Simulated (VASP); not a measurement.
# Te2Mo in VASP: further runs

Aim: see how the results for Te2Mo move with the level of theory and the settings. Levels: RPBE, PBE exchange alone. Tasks: relaxation of cell and atoms, single point.

All numbers are computed with VASP 6.6.1; they aren't measurements. Logs are shortened: lines on timing, memory, paths and dates and some standing lists are left out, and cuts for length are marked.

**1. The cell of the first run**

The cell holds a slab with vacuum, 6 atoms: a = 6.362 Å, b = 3.480 Å, c = 36.176 Å, α = 90.00°, β = 90.14°, γ = 90.00°.

**2. Relaxation of cell and atoms, RPBE**

Input file INCAR:

```
SYSTEM = Te2Mo
ALGO = Normal
EDIFF = 1E-6
EDIFFG = -0.01
ENCUT = 600
GGA = RP
IBRION = 2
ISIF = 3
ISMEAR = -1
LASPH = .TRUE.
LCHARG = .FALSE.
LREAL = .FALSE.
LWAVE = .FALSE.
NELM = 80
NSW = 60
PREC = Accurate
SIGMA = 0.05
```

Input file KPOINTS:

```
k-points
0
G
  4 8 1
  0 0 0
```

Input file POSCAR:

```
Te2Mo
1.0
    6.3616090156      0.0000000000      0.0000000000
    0.0000000000      3.4804030600      0.0000000000
   -0.0857412231      0.0000000000     36.1758904685
Te Mo
4 2
Direct
    0.4292511000      0.7500000000      0.5407035800
    0.5707489000      0.2500000000      0.4592964200
    0.9208478700      0.2500000000      0.5565273200
    0.0791521300      0.7500000000      0.4434726800
    0.1813475600      0.2500000000      0.4974653700
    0.8186524400      0.7500000000      0.5025346300
```

Potentials or basis: VASP PAW PBE potentials, release 64 (Te, Mo_sv).

Command:

```bash
$ cat potpaw_PBE.64/Te/POTCAR potpaw_PBE.64/Mo_sv/POTCAR > POTCAR
$ mpirun -np 1 vasp_std > vasp.out
```

OUTCAR:

```text
SYSTEM = Te2Mo
   EDIFF = 1E-6
   EDIFFG = -0.01
   ENCUT = 600
   GGA = RP
   IBRION = 2
   ISIF = 3
   ISMEAR = -1
   LASPH = .TRUE.
   LREAL = .FALSE.
   NELM = 80
   NSW = 60
   PREC = Accurate

 ion  position               nearest neighbor table
   1  0.429  0.750  0.541-   5 2.82   5 2.82   6 2.84   2 3.54   2 3.54   3 3.62   3 3.62
   2  0.571  0.250  0.459-   6 2.82   6 2.82   5 2.84   1 3.54   1 3.54   4 3.62   4 3.62
   3  0.921  0.250  0.557-   6 2.69   6 2.69   5 2.71   1 3.62   1 3.62
   4  0.079  0.750  0.443-   5 2.69   5 2.69   6 2.71   2 3.62   2 3.62
   5  0.181  0.250  0.497-   4 2.69   4 2.69   3 2.71   1 2.82   1 2.82   2 2.84   6 2.90   6 2.90

   6  0.819  0.750  0.503-   3 2.69   3 2.69   4 2.71   2 2.82   2 2.82   1 2.84   5 2.90   5 2.90

  LATTYP: Found a simple monoclinic cell.
 ALAT       =     6.3616090156
 B/A-ratio  =     0.5470947761
 C/A-ratio  =     5.6866104138
 COS(beta)  =    -0.0023701139

  Lattice vectors:

 A1 = (   6.3616090156,   0.0000000000,   0.0000000000)
 A2 = (   0.0000000000,   3.4804030600,   0.0000000000)
 A3 = (  -0.0857412231,   0.0000000000,  36.1758904685)

Analysis of symmetry for initial positions (statically):
=====================================================================
 Subroutine PRICEL returns:
 Original cell was already a primitive cell.

 Routine SETGRP: Setting up the symmetry group for a
 simple monoclinic supercell.

 Subroutine GETGRP returns: Found  4 space group operations
 (whereof  2 operations were pure point group operations)
 out of a pool of  4 trial point group operations.

The static configuration has the point symmetry S_2 .
 The point group associated with its full space group is C_2h.

Analysis of symmetry for dynamics (positions and initial velocities):
=====================================================================
 Subroutine PRICEL returns:
 Original cell was already a primitive cell.

 Routine SETGRP: Setting up the symmetry group for a
 simple monoclinic supercell.

 Subroutine GETGRP returns: Found  4 space group operations
 (whereof  2 operations were pure point group operations)
 out of a pool of  4 trial point group operations.

The dynamic configuration has the point symmetry S_2 .
 The point group associated with its full space group is C_2h.

 Subroutine INISYM returns: Found  4 space group operations
 (whereof  2 operations are pure point group operations),
 and found     1 'primitive' translations

----------------------------------------------------------------------------------------

                                     Primitive cell

  volume of cell :     800.9691

  direct lattice vectors                    reciprocal lattice vectors
     6.361609016  0.000000000  0.000000000     0.157192936  0.000000000  0.000372566
     0.000000000  3.480403060  0.000000000     0.000000000  0.287323044  0.000000000
    -0.085741223  0.000000000 36.175890469     0.000000000  0.000000000  0.027642720

  length of vectors
     6.361609016  3.480403060 36.175992077     0.157193378  0.287323044  0.027642720

  position of ions in fractional coordinates (direct lattice)
     0.429251100  0.750000000  0.540703580
     0.570748900  0.250000000  0.459296420
     0.920847870  0.250000000  0.556527320
     0.079152130  0.750000000  0.443472680
     0.181347560  0.250000000  0.497465370
     0.818652440  0.750000000  0.502534630

  ion indices of the primitive-cell ions
   primitive index   ion index
                 1           1
                 2           2
                 3           3
                 4           4
                 5           5
                 6           6

----------------------------------------------------------------------------------------

 KPOINTS: k-points

Automatic generation of k-mesh.
 Grid dimensions read from file:
 generate k-points for:    4    8    1

 Generating k-lattice:

  Cartesian coordinates                     Fractional coordinates (reciprocal lattice)
     0.039298234  0.000000000  0.000093142     0.250000000  0.000000000 -0.000000000
     0.000000000  0.035915380  0.000000000     0.000000000  0.125000000  0.000000000
     0.000000000  0.000000000  0.027642720     0.000000000  0.000000000  1.000000000

  Length of vectors
     0.039298344  0.035915380  0.027642720

  Shift w.r.t. Gamma in fractional coordinates (k-lattice)
     0.000000000  0.000000000  0.000000000

 Subroutine IBZKPT returns following result:
 ===========================================

 Found     15 irreducible k-points:

 Following reciprocal coordinates:
            Coordinates               Weight
  0.000000  0.000000  0.000000      1.000000
  0.250000  0.000000  0.000000      2.000000
  0.500000  0.000000  0.000000      1.000000
  0.000000  0.125000  0.000000      2.000000
  0.250000  0.125000  0.000000      4.000000
  0.500000  0.125000  0.000000      2.000000
  0.000000  0.250000  0.000000      2.000000
[... 21 lines left out ...]
   LNONCOLLINEAR =      F non collinear calculations
   LSORBIT =      F    spin-orbit coupling
   LASPH  =      T    aspherical Exc in radial PAW
   ENCUT  =  600.0 eV  44.10 Ry    6.64 a.u.  12.71  6.95 72.25*2*pi/ulx,y,z
   NELM   =     80;   NELMIN=  2; NELMDL= -5     # of ELM steps
   EDIFF  = 0.1E-05   stopping-criterion for ELM
   LREAL  =      F    real-space projection
   EDIFFG = -.1E-01   stopping-criterion for IOM
   NSW    =     60    number of steps for IOM
   IBRION =      2    ionic relax: 0-MD 1-quasi-New 2-CG
   NFREE  =      1    steps in history (QN), initial steepest desc. (CG)
   ISIF   =      3    stress and relaxation
   ISYM   =      2    0-nonsym 1-usesym 2-fastsym
   POTIM  = 0.5000    time-step for ionic-motion
   TEBEG  =    0.0;   TEEND  =   0.0 temperature during run
   PSTRESS=    0.0 pullay stress
   NELECT =      52.0000    total number of electrons
   NUPDOWN=      -1.0000    fix difference up-down
   EMIN   =  10.00;   EMAX   =-10.00  energy-range for DOS
   EFERMI =   0.00;   METHOD = LEGACY
   ISMEAR =    -1;   SIGMA  =   0.05  broadening in eV -4-tet -1-fermi 0-gaus
   EFERMI_NEDOS =   21; number of points for ismear=-14 and -15
   IALGO  =     38    algorithm
   IMIX   =      4    mixing-type and parameters
     AMIX     =   0.40;   BMIX     =  1.00
     AMIX_MAG =   1.60;   BMIX_MAG =  1.00
  volume/ion in A,a.u.               =     133.49       900.87
  Fermi-wavevector in a.u.,A,eV,Ry     =   0.657967  1.243377  5.890240  0.432920
  Thomas-Fermi vector in A             =   1.729641
   LORBIT       =      0    0 simple, 1 ext, 2 COOP (PROOUT), +10 PAW based schemes
   GGA     = RP    functional components
   LHFCALC =     F    Hartree Fock is set to
   AEXX    =    0.0000 exact exchange contribution
   IVDW    =     0    specifies the selected vdW correction
   LEPSILON=     F    determine dielectric tensor
   LRPA    =     F    only Hartree local field effects (RPA)
 conjugate gradient relaxation of ions
 non-spin polarized calculation
  energy-cutoff  :      600.00
  volume of cell :      800.97
 maximum number of plane-waves:     26856
 NGX is ok and might be reduce to    54
   NGX = 25   NGY = 13   NGZ =145

--------------------------------------- Ionic step        1  -------------------------------------------

 number of electron      52.0000000 magnetization

 Free energy of the ion-electron system (eV)
  ---------------------------------------------------
  ext. energy  EPLUGINS =         0.00000000
  ---------------------------------------------------
  free energy    TOTEN  =       -33.53641977 eV

  energy without entropy =      -33.52799224  energy(sigma->0) =      -33.53220601

------------------------ aborting loop because EDIFF is reached ----------------------------------------

  FORCE on cell =-STRESS in cart. coord.  units (eV):
  Direction    XX          YY          ZZ          XY          YZ          ZX
  --------------------------------------------------------------------------------------
  -------------------------------------------------------------------------------------
  Total        2.3785071      1.8156334      2.4105848      0.0000000      0.0000000      0.0850119
  in kB        4.7577245      3.6318090      4.8218895      0.0000000      0.0000000      0.1700493
  external PRESSURE =       4.4038077 kB  Pullay stress =       0.0000000 kB
[... 101 lines left out ...]
  FREE ENERGIE OF THE ION-ELECTRON SYSTEM (eV)
  ---------------------------------------------------
  free  energy   TOTEN  =       -33.5639571503 eV

  energy  without entropy=      -33.5553320319  energy(sigma->0) =      -33.55964459

[... ionic steps 4 to 7 ...]

--------------------------------------- Ionic step        8  -------------------------------------------

 number of electron      51.9999999 magnetization

------------------------ aborting loop because EDIFF is reached ----------------------------------------

  FORCE on cell =-STRESS in cart. coord.  units (eV):
  Direction    XX          YY          ZZ          XY          YZ          ZX
  --------------------------------------------------------------------------------------
  -------------------------------------------------------------------------------------
  Total       -0.0663775     -0.0589507     -0.0778907      0.0000000      0.0000000     -0.0012806
  in kB       -0.1299953     -0.1154506     -0.1525431      0.0000000      0.0000000     -0.0025079
  external PRESSURE =      -0.1326630 kB  Pullay stress =       0.0000000 kB
[... 65 lines left out ...]
  energy  without entropy=      -33.5559800705  energy(sigma->0) =      -33.56035594

--------------------------------------- Ionic step       10  -------------------------------------------

 number of electron      51.9999999 magnetization

 Free energy of the ion-electron system (eV)
  ---------------------------------------------------
  ext. energy  EPLUGINS =         0.00000000
  ---------------------------------------------------
  free energy    TOTEN  =       -33.56474287 eV

  energy without entropy =      -33.55599507  energy(sigma->0) =      -33.56036897

 E-fermi :  -2.1376     XC(G=0):  -2.2816

 val. band max:       -2.2927493772   @ k =   0.0000   0.1250   0.0000
 cond. band min:      -2.1267009041   @ k =   0.0000   0.1250   0.0000
 fundamental gap:      0.1660484731
 Fermi energy:        -2.1375753691

 k-point     1 :       0.0000    0.0000    0.0000
  band No.  band energies     occupation
      1     -63.2051      2.00000
      2     -63.1538      2.00000
      3     -37.4294      2.00000
      4     -37.3888      2.00000
      5     -37.3293      2.00000
      6     -37.2418      2.00000
[... 532 lines left out ...]
  FREE ENERGIE OF THE ION-ELECTRON SYSTEM (eV)
  ---------------------------------------------------
  free  energy   TOTEN  =       -33.5647428665 eV

  energy  without entropy=      -33.5559950730  energy(sigma->0) =      -33.56036897

 reached required accuracy - stopping structural energy minimisation
```

Run time: 74 min. Hardware: 1 thread of Oxide Virtual Turin-like, shared host; peak memory 1.2 GiB.

What came out:

| Quantity | Value |
| --- | --- |
| Free energy | -33.5647 eV |
| Relaxed cell | a = 6.428 Å, b = 3.495 Å, c = 36.385 Å, α = 90.00°, β = 90.00°, γ = 90.00° |
| Space group after relaxing (to 0.1 Å) | P2_1/m (No. 11) |
| Energy gained by relaxing | 4.7 meV/atom |
| Ionic steps | 10 |
| Largest force after relaxing | 0.008 eV/Å |
| Band gap on the k mesh | zero (bands 26 and 27 overlap by 0.18 eV) |

Forces in eV/Å, atoms in the order of the input:
```
Te   0.001  0.000  0.004
Te  -0.001  0.000 -0.004
Te  -0.002  0.000  0.007
Te   0.002  0.000 -0.007
Mo  -0.008  0.000 -0.003
Mo   0.008  0.000  0.003
```

Step by step:
| step | energy change (eV) | largest force (eV/Å) | pressure (GPa) | volume (Å³) |
| --- | --- | --- | --- | --- |
| 1 | 0.0000 | 0.4543 | 0.44 | 800.97 |
| 2 | 0.0362 | 0.6537 | -0.59 | 844.26 |
| 3 | -0.0275 | 0.0357 | 0.00 | 817.67 |
| 4 | -0.0275 | 0.0332 | 0.01 | 817.33 |
| 5 | -0.0281 | 0.0227 | 0.00 | 817.83 |
| 6 | -0.0282 | 0.0305 | 0.00 | 817.97 |
| 7 | -0.0283 | 0.0115 | -0.01 | 818.05 |
| 8 | -0.0283 | 0.0080 | -0.01 | 818.09 |
| 9 | -0.0283 | 0.0117 | 0.01 | 816.97 |
| 10 | -0.0283 | 0.0083 | 0.00 | 817.38 |

Final structure:
```
Te Mo
1.0
     6.42786    0.00000    0.00784
     0.00000    3.49491    0.00000
    -0.04200    0.00000   36.38476
Te Mo
4 2
Cartesian
  2.7399 2.6212 19.6776
  3.6460 0.8737 16.7150
  5.8951 0.8737 20.2674
  0.4908 2.6212 16.1252
  1.1462 0.8737 18.1016
  5.2396 2.6212 18.2910
```

Caveat: there is no dipole correction, which matters where the two faces differ; the PAW data sets were made with another functional, which shifts forces and pressure a little; spin-orbit coupling is left out, which moves the levels of the heavy elements.

**3. Single point, RPBE**

This run uses another cell than the first one.

Input file INCAR:

```
SYSTEM = Te2Mo
ALGO = Normal ; EDIFF = 1E-6
ENCUT = 520 ; GGA = RP
ISIF = 2 ; ISMEAR = -1
LASPH = .TRUE. ; LCHARG = .FALSE.
LREAL = .FALSE. ; LWAVE = .FALSE.
NBANDS = 35 ; NELM = 100
PREC = Accurate ; SIGMA = 0.05
```

KPOINTS is that of step 2.

Input file POSCAR:

```
Te2Mo
1.0
    6.4277875020      0.0000000000      0.0011177515
    0.0000000000      3.4988225250      0.0000000000
   -0.0802769714      0.0000000000     36.1633837396
Te Mo
4 2
Direct
    0.4302192765      0.7500000000      0.5409220665
    0.5697807235      0.2500000000      0.4590779335
    0.9213066827      0.2500000000      0.5571952463
    0.0786933173      0.7500000000      0.4428047537
    0.1812808327      0.2500000000      0.4974334080
    0.8187191673      0.7500000000      0.5025665920
```

Potentials or basis: VASP PAW PBE potentials, release 64 (Te, Mo_sv).

Command:

```bash
$ cat potpaw_PBE.64/Te/POTCAR potpaw_PBE.64/Mo_sv/POTCAR > POTCAR
$ mpirun -np 1 vasp_std > vasp.out
```

Wall time 8.9 min (1 thread of Oxide Virtual Turin-like, shared host); peak memory 0.87 GiB.

It converged, with:

- Free energy: -33.5651 eV
- Largest force: 0.009 eV/Å
- Band gap on the k mesh: zero (bands 26 and 27 overlap by 0.18 eV)

Forces in eV/Å, atoms in the order of the input:
```
Te  -0.002  0.000  0.006
Te   0.002  0.000 -0.006
Te   0.000  0.000  0.001
Te   0.000  0.000 -0.001
Mo   0.008  0.000 -0.003
Mo  -0.008  0.000  0.003
```

Levels at points of the mesh, in eV from the Fermi level:
```tsv
k point	band 22	band 23	band 24	band 25	band 26	band 27	band 28	band 29	band 30	band 31
(0.00, 0.00, 0.00)	-1.28	-0.93	-0.57	-0.32	0.18	0.62	1.03	1.64	2.06	2.18
(0.50, 0.00, 0.00)	-1.29	-1.24	-0.79	-0.73	-0.64	0.10	1.06	1.43	1.76	2.72
(0.00, 0.50, 0.00)	-2.48	-1.57	-1.57	-1.38	-1.38	1.16	1.16	1.42	1.42	1.96
(0.50, 0.50, 0.00)	-2.22	-1.70	-1.70	-0.84	-0.84	1.08	1.08	1.83	1.83	2.23
```

Caveat: there is no dipole correction, which matters where the two faces differ; the PAW data sets were made with another functional, which shifts forces and pressure a little; spin-orbit coupling is left out, which moves the levels of the heavy elements.

**4. Relaxation of cell and atoms, PBE exchange alone**

Input file INCAR:

```
PREC = Accurate
ENCUT = 600
EDIFF = 1E-6
ISMEAR = -1
SIGMA = 0.05
LREAL = False
LASPH = True
NELM = 80
ALGO = Normal
ISIF = 3
LWAVE = False
LCHARG = False
GGA = PE
ALDAC = 0.0
AGGAC = 0.0
IBRION = 2
NSW = 60
EDIFFG = -0.01
```

Input file KPOINTS:

```
regular mesh
0
Gamma
  4 8 1
```

Input file POSCAR:

```
Te2Mo
1.0
    6.3616090156      0.0000000000      0.0000000000
    0.0000000000      3.4804030600      0.0000000000
   -0.0857412231      0.0000000000     36.1758904685
Te Mo
4 2
Direct
    0.4292511000      0.7500000000      0.5407035800
    0.5707489000      0.2500000000      0.4592964200
    0.9208478700      0.2500000000      0.5565273200
    0.0791521300      0.7500000000      0.4434726800
    0.1813475600      0.2500000000      0.4974653700
    0.8186524400      0.7500000000      0.5025346300
```

Command:

```bash
$ cat potpaw_PBE.64/Te/POTCAR potpaw_PBE.64/Mo_sv/POTCAR > POTCAR
$ mpirun -np 1 vasp_std > vasp.out
```

It took 2.3 h on 1 thread of Oxide Virtual Turin-like, shared host; peak memory 1.2 GiB.

The run converged. Its results:

- Free energy: -26.2820 eV
- Relaxed cell: a = 6.696 Å, b = 3.743 Å, c = 36.824 Å, α = 90.00°, β = 90.73°, γ = 90.00°
- Space group after relaxing (to 0.1 Å): P2_1/m (No. 11)
- Energy gained by relaxing: 152.5 meV/atom
- Ionic steps: 16
- Largest force after relaxing: 0.009 eV/Å
- Band gap on the k mesh: 0.08 eV (least direct gap 0.16 eV)

Forces in eV/Å, atoms in the order of the input:
```
Te   0.001  0.000 -0.005
Te  -0.001  0.000  0.005
Te   0.001  0.000  0.009
Te  -0.001  0.000 -0.009
Mo   0.004  0.000  0.003
Mo  -0.004  0.000 -0.003
```

The path:
```
step  energy change (eV)  largest force (eV/Å)  pressure (GPa)  volume (Å³)
   1              0.0000                1.7905            2.49       800.97
   2              0.0847                1.9176           -1.41      1065.93
   3             -0.8484                0.4999           -0.03       914.07
   4             -0.8492                0.4583            0.02       911.11
   5             -0.8492                0.4252            0.05       908.82
   6             -0.9045                0.1034            0.03       917.29
   7             -0.9097                0.0886            0.03       920.70
   8             -0.9132                0.0520           -0.02       924.62
   9             -0.9135                0.0576           -0.05       926.22
  10             -0.9144                0.0383            0.02       922.03
  11             -0.9146                0.0293            0.00       923.06
  12             -0.9147                0.0176            0.00       923.14
  13             -0.9147                0.0284            0.00       923.23
  14             -0.9148                0.0158            0.00       923.39
  15             -0.9149                0.0135           -0.01       923.55
  16             -0.9149                0.0095            0.00       922.94
```

Final structure:
```
Te Mo
1.0
     6.69637    0.00000   -0.03465
     0.00000    3.74315    0.00000
    -0.28161    0.00000   36.82255
Te Mo
4 2
Cartesian
  2.7029 2.8074 19.9226
  3.7119 0.9358 16.8653
  6.0155 0.9358 20.4791
  0.3992 2.8074 16.3088
  1.0654 0.9358 18.3022
  5.3494 2.8074 18.4857
```

Levels at points of the mesh, in eV from the valence-band top:
```tsv
k point	band 24	band 25	band 26	band 27	band 28	band 29
(0.00, 0.00, 0.00)	-0.52	-0.08	0.00	0.73	0.73	1.53
(0.50, 0.00, 0.00)	-0.64	-0.61	-0.48	0.38	0.64	1.44
(0.00, 0.50, 0.00)	-1.20	-1.00	-1.00	0.90	0.90	1.38
(0.50, 0.50, 0.00)	-1.37	-0.56	-0.56	0.85	0.85	1.83
```

Caveat: the volume moved by over 15 % at a fixed basis, so the end points are rough; there is no dipole correction, which matters where the two faces differ; semilocal functionals underestimate gaps, and a narrow one can read as zero; spin-orbit coupling is left out, which moves the levels of the heavy elements.

**5. Overview**

```tsv
task	level	cell	cutoff (eV)	gap on the mesh (eV)	relaxed volume (Å³/atom)	largest force (eV/Å)
relaxation of cell and atoms	RPBE	relaxed from a = 6.362, b = 3.480, c = 36.176 Å, angles 90.0, 90.1, 90.0°, 6 atoms, atomic positions A	600	none	136.23	0.01
single point	RPBE	a = 6.428, b = 3.499, c = 36.163 Å, angles 90.0, 90.1, 90.0°, 6 atoms, atomic positions B	520	none	-	0.01
relaxation of cell and atoms	PBE exchange alone	relaxed from a = 6.362, b = 3.480, c = 36.176 Å, angles 90.0, 90.1, 90.0°, 6 atoms, atomic positions A	600	0.08	153.82	0.01
```

Alike in all rows: potentials or basis VASP PAW PBE potentials, release 64 (Te, Mo_sv); no spin polarisation; k mesh 4 × 8 × 1; smearing fermi-dirac 0.05 eV.

Caveats: there is no dipole correction, which matters where the two faces differ; spin-orbit coupling is left out, which moves the levels of the heavy elements; the PAW data sets were made with another functional, which shifts forces and pressure a little (at least some runs); the volume moved by over 15 % at a fixed basis, so the end points are rough (at least some runs); semilocal functionals underestimate gaps, and a narrow one can read as zero (at least some runs).

Absolute energies hang on the potentials; compare differences alone.

The gap in the log of VASP goes by the Fermi energy; the results here count the filled bands.